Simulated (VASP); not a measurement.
# Ir: single point with LDA

The system is Ir.

```xyz
1
Lattice="0.0000 1.9061 1.9061 1.9061 0.0000 1.9061 1.9061 1.9061 0.0000" Properties=species:S:1:pos:R:3 pbc="T T T"
Ir    0.0000    0.0000    0.0000
```

- Program: VASP 6.6.1
- Task: single point
- Functional: LDA
- Potentials or basis: VASP PAW LDA potentials, release 64 (Ir_sv_GW)
- Cutoff: 560 eV
- k mesh: 7 × 7 × 7
- Occupations: fermi-dirac, width 0.1 eV
- Spin: no spin polarisation
- Dipole correction: no
- Further INCAR settings: ALGO = Normal; EDIFF = 1e-06; NBANDS = 14

```yaml
Pressure: -1.9 GPa
Band_gap_on_the_k_mesh: zero (an odd number of electrons rules out a gap without spin polarisation)
```

Levels at points of the mesh, in eV from the Fermi level:
```csv
k point,band 5,band 6,band 7,band 8,band 9,band 10,band 11,band 12
"(0.00, 0.00, 0.00)",-11.42,-4.14,-4.14,-4.14,-1.31,-1.31,13.46,19.07
```

Run time: 2.8 s on 1 thread of Intel(R) Xeon(R) 6975P-C (Granite Rapids), with other jobs on the host, peak memory 0.13 GiB.

Caveat: the k points lie up to 0.41 Å⁻¹ apart, too coarse for converged energies and pressures of a metal; spin-orbit coupling is left out, which moves the levels of the heavy elements.
